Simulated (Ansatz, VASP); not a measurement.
One calculation of ZrS, two programs

The input POSCAR:

```
ZrS
1.0
    0.0000000000      2.6250000000      2.6250000000
    2.6250000000      0.0000000000      2.6250000000
    2.6250000000      2.6250000000      0.0000000000
Zr S
1 1
Direct
    0.0000000000      0.0000000000      0.0000000000
    0.5000000000      0.5000000000      0.5000000000
```

File INCAR.step1:

```
SYSTEM = ZrS
ALGO = Normal
EDIFF = 1E-4
ENCUT = 520
GGA = PE
ISMEAR = 0
LASPH = .TRUE.
LCHARG = .FALSE.
LREAL = .FALSE.
LWAVE = .TRUE.
NBANDS = 16
NELM = 80
PREC = Accurate
SIGMA = 0.1
```

Contents of INCAR.step2:

```
SYSTEM = ZrS
ALGO = Normal
EDIFF = 1E-6
ENCUT = 520
ISIF = 2
ISMEAR = 0
ISTART = 1
LASPH = .TRUE.
LCHARG = .FALSE.
LMIXTAU = .TRUE.
LREAL = .FALSE.
LWAVE = .FALSE.
METAGGA = R2SCAN
NBANDS = 16
NELM = 80
PREC = Accurate
SIGMA = 0.1
```

Contents of KPOINTS:

```
k-points
0
G
  18 18 18
  0 0 0
```

Input for Ansatz:

```yaml
crystal:
  lattice:
    - [0.0, 2.625, 2.625]
    - [2.625, 0.0, 2.625]
    - [2.625, 2.625, 0.0]
  atoms:
    - { symbol: Zr, position: [0.0, 0.0, 0.0] }
    - { symbol: S, position: [0.5, 0.5, 0.5] }
basis:
  ecutwfc: 500
kpoints:
  mp_grid: { grid: [18, 18, 18] }
hamiltonian:
  xc: r2scan
scf:
  occupations: { method: gaussian, width: 0.1 }
output:
  forces: true
  stress: true
  eigenvalues: true
```

Alike in both runs: task single point; functional r2SCAN; k mesh 18 × 18 × 18; occupations gaussian, width 0.1 eV; no spin polarisation.

|  | VASP | Ansatz |
| --- | --- | --- |
| version | VASP 6.6.1 | Ansatz 0.2.0 |
| potentials or method | VASP PAW PBE potentials, release 64 (Zr_sv, S), cutoff 520 eV | scalar-relativistic, plane waves, PAW |
| valence electrons in the cell | 18 | 18 |

```csv
,VASP,Ansatz,Ansatz less VASP
gap on the k mesh at the Fermi level (eV),none,none,-
pressure (GPa),-2.0,-2.0,0.00
```

VASP's potentials were made for PBE, not for r2SCAN. A gap of «none» marks a metal or a gap that the smearing closes.
